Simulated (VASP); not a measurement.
# SrO (Fm-3m) in VASP: a series of runs, part 2 of 2

VASP 6.6.1. The steps go on from the part before.

## Step 4: Single point, PBE

INCAR reads:

```
PREC     = Accurate       # precision mode
ENCUT    = 520            # plane-wave cutoff, eV
EDIFF    = 1E-6           # SCF threshold, eV
ISMEAR   = 0              # smearing method
SIGMA    = 0.1            # smearing width, eV
LREAL    = F              # projectors in reciprocal space
LASPH    = T              # aspherical terms in the spheres
NELM     = 80             # most SCF steps
ALGO     = Normal         # electronic algorithm
ISIF     = 2              # what is computed and relaxed
LWAVE    = F              # write WAVECAR
LCHARG   = T              # write CHGCAR
GGA      = PE             # functional
LELF     = T              # ELF
LVHAR    = T            
NBANDS   = 15             # bands
```

KPOINTS reads:

```
Automatic mesh
0
Gamma
  6 6 6
```

POSCAR reads:

```
SrO
1.0
    0.0000000000      2.5837846888      2.5837846888
    2.5837846888      0.0000000000      2.5837846888
    2.5837846888      2.5837846888      0.0000000000
Sr O
1 1
Direct
    0.5000000000      0.5000000000      0.5000000000
    0.0000000000      0.0000000000      0.0000000000
```

Potentials or basis: VASP PAW PBE potentials, release 64 (Sr_sv, O).

The run is started by

```
cat potpaw_PBE.64/Sr_sv/POTCAR potpaw_PBE.64/O/POTCAR > POTCAR
mpirun -np 1 vasp_std > vasp.out
```

OUTCAR:

```text
PREC = Accurate
   ENCUT = 520
   EDIFF = 1E-6
   ISMEAR = 0
   LREAL = F
   LASPH = T
   NELM = 80
   ISIF = 2
   GGA = PE

 ion  position               nearest neighbor table
   1  0.500  0.500  0.500-   2 2.58   2 2.58   2 2.58   2 2.58   2 2.58   2 2.58
   2  0.000  0.000  0.000-   1 2.58   1 2.58   1 2.58   1 2.58   1 2.58   1 2.58

  LATTYP: Found a face centered cubic cell.
 ALAT       =     5.1675693776

  Lattice vectors:

 A1 = (   0.0000000000,   2.5837846888,   2.5837846888)
 A2 = (   2.5837846888,   0.0000000000,   2.5837846888)
 A3 = (   2.5837846888,   2.5837846888,   0.0000000000)

Analysis of symmetry for initial positions (statically):
=====================================================================
 Subroutine PRICEL returns:
 Original cell was already a primitive cell.

 Routine SETGRP: Setting up the symmetry group for a
 face centered cubic supercell.

 Subroutine GETGRP returns: Found 48 space group operations
 (whereof 48 operations were pure point group operations)
 out of a pool of 48 trial point group operations.

[... 164 lines left out ...]
      3     -12.5010      2.00000
      4     -12.5010      2.00000
      5     -12.5010      2.00000
      6       1.5939      2.00000
      7       1.5939      2.00000
      8       1.5939      2.00000
      9       5.4711      0.00000
     10       7.7712      0.00000
     11       7.7712      0.00000
     12       7.7712      0.00000
     13       9.9050      0.00000
     14       9.9050      0.00000
[... 257 lines left out ...]
      2     -14.0344      2.00000
      3     -13.2789      2.00000
      4     -12.9971      2.00000
      5     -12.0887      2.00000
      6       0.7233      2.00000
      7       1.1131      2.00000
      8       1.2450      2.00000
      9       6.2236      0.00000
     10       9.1062      0.00000
     11       9.9404      0.00000
     12      12.4710      0.00000
     13      12.5766      0.00000
     14      14.3826      0.00000
     15      14.9172      0.00000

------------------------ aborting loop because EDIFF is reached ----------------------------------------

  FORCE on cell =-STRESS in cart. coord.  units (eV):
  Direction    XX          YY          ZZ          XY          YZ          ZX
  --------------------------------------------------------------------------------------
  -------------------------------------------------------------------------------------
  Total        0.4172794      0.4172794      0.4172794     -0.0000000     -0.0000000      0.0000000
  in kB       19.3793223     19.3793223     19.3793223     -0.0000000     -0.0000000      0.0000000
  external PRESSURE =      19.3793223 kB  Pullay stress =       0.0000000 kB

 VOLUME and BASIS-vectors are now :
 -----------------------------------------------------------------------------
  energy-cutoff  :      520.00
  volume of cell :       34.50
      direct lattice vectors                 reciprocal lattice vectors
     0.000000000  2.583784689  2.583784689    -0.193514577  0.193514577  0.193514577
     2.583784689  0.000000000  2.583784689     0.193514577 -0.193514577  0.193514577
     2.583784689  2.583784689  0.000000000     0.193514577  0.193514577 -0.193514577

 POSITION                                       TOTAL-FORCE (eV/Angst)
 -----------------------------------------------------------------------------------
      2.58378      2.58378      2.58378         0.000000      0.000000      0.000000
      0.00000      0.00000      0.00000         0.000000      0.000000     -0.000000
 -----------------------------------------------------------------------------------
    total drift:                                0.000000      0.000000      0.000000

  FREE ENERGIE OF THE ION-ELECTRON SYSTEM (eV)
  ---------------------------------------------------
  free  energy   TOTEN  =       -12.0500469921 eV

  energy  without entropy=      -12.0500469921  energy(sigma->0) =      -12.05004699
```

OSZICAR:

```text
N       E                     dE             d eps       ncg     rms          rms(c)
DAV:   1     0.619924080173E+02    0.61992E+02   -0.76010E+03   480   0.991E+02
DAV:   2    -0.106745069694E+02   -0.72667E+02   -0.66408E+02   671   0.213E+02
DAV:   3    -0.142061283743E+02   -0.35316E+01   -0.35101E+01   704   0.399E+01
DAV:   4    -0.142503114880E+02   -0.44183E-01   -0.44169E-01   604   0.384E+00
DAV:   5    -0.142506729403E+02   -0.36145E-03   -0.36145E-03   638   0.274E-01    0.160E+01
DAV:   6    -0.122033010866E+02    0.20474E+01   -0.67484E+00   487   0.193E+01    0.189E+01
DAV:   7    -0.120589331940E+02    0.14437E+00   -0.30687E-01   571   0.488E+00    0.109E+01
DAV:   8    -0.120480735019E+02    0.10860E-01   -0.11909E-01   620   0.345E+00    0.423E-01
DAV:   9    -0.120494233941E+02   -0.13499E-02   -0.59331E-03   613   0.485E-01    0.234E-01
DAV:  10    -0.120498754337E+02   -0.45204E-03   -0.42494E-04   529   0.194E-01    0.889E-02
DAV:  11    -0.120500282620E+02   -0.15283E-03   -0.15409E-04   515   0.911E-02    0.285E-02
DAV:  12    -0.120500470054E+02   -0.18743E-04   -0.28809E-05   522   0.393E-02    0.278E-02
DAV:  13    -0.120500469921E+02    0.13313E-07   -0.17896E-06   514   0.117E-02
   1 F= -.12050047E+02 E0= -.12050047E+02  d E =-.621168E-17
```

stdout:

```text
POSCAR found type information on POSCAR SrO
 POSCAR found :  2 types and       2 ions
 scaLAPACK will be used
 LDA part: xc-table for (Slater+PW92), standard interpolation
 POSCAR, INCAR and KPOINTS ok, starting setup
 FFT: planning ... GRIDC
 FFT: planning ... GRID_SOFT
 FFT: planning ... GRID
 WAVECAR not read
 entering main loop
```

It took 6.7 s on 1 thread of Intel Xeon Platinum 8488C (Sapphire Rapids), shared host; peak memory 0.15 GiB.

What came out:

| Item | Value |
| --- | --- |
| Free energy | -12.0500 eV |
| Pressure | 1.9 GPa |
| Band gap on the k mesh | 3.27 eV, indirect (least direct gap 3.37 eV) |

A k mesh can miss the band edges.

## Step 5: Single point, r2SCAN

POSCAR is that of step 4.

INCAR.step1 reads:

```
PREC = Accurate
ENCUT = 520
ISMEAR = 0
SIGMA = 0.1
LREAL = F
LASPH = T
NELM = 60
NELECT = 18.0
ISYM = 0
NBANDS = 15
GGA = PE
ALGO = Normal
EDIFF = 1E-4
LWAVE = T
LCHARG = F
```

INCAR.step2 reads:

```
PREC = Accurate
ENCUT = 520
EDIFF = 1E-6
ISMEAR = 0
SIGMA = 0.1
LREAL = F
LASPH = T
NELM = 60
ALGO = Normal
ISIF = 2
LWAVE = F
LCHARG = F
METAGGA = R2SCAN
LMIXTAU = T
NELECT = 18.0
ISYM = 0
NBANDS = 15
ISTART = 1
```

KPOINTS reads:

```
Automatic mesh
0
Gamma
  6 3 1
```

The run is started by

```
cat potpaw_PBE.64/Sr_sv/POTCAR potpaw_PBE.64/O/POTCAR > POTCAR
cp INCAR.step1 INCAR
mpirun -np 1 vasp_std > vasp.out
cp INCAR.step2 INCAR
mpirun -np 1 vasp_std > vasp.out
```

Wall time 19 s (1 thread of Intel Xeon Platinum 8488C (Sapphire Rapids), shared host); peak memory 0.16 GiB.

The run converged, but its numbers aren't listed here, since they failed a check.

Caveat: the k points lie up to 2.11 Å⁻¹ apart; the cell carries a net charge on a neutralising background, which shifts energy and pressure; the cell is charged against a uniform background, so pressure and absolute levels hang on convention; the PAW data sets were made with another functional, which shifts forces and pressure a little.

## Step 6: Summary

| level | potentials or basis | k mesh | gap on the mesh (eV) | pressure (GPa) |
| --- | --- | --- | --- | --- |
| LDA | VASP PAW LDA potentials, release 64 (Sr_sv, O) | 2 × 2 × 2 | 2.87 | -4.4 |
| PBE | VASP PAW PBE potentials, release 64 (Sr_sv, O) | 3 × 3 × 3 | 3.75 | 2.1 |
| PBE | VASP PAW PBE potentials, release 64 (Sr_sv, O) | 6 × 6 × 6 | 3.27 | 1.9 |

Alike in all rows: task single point; no spin polarisation; cell as given; cutoff (eV) 520; smearing gaussian 0.1 eV.

Caveats: some runs use coarse meshes.

Absolute energies hang on the potentials; compare differences alone.
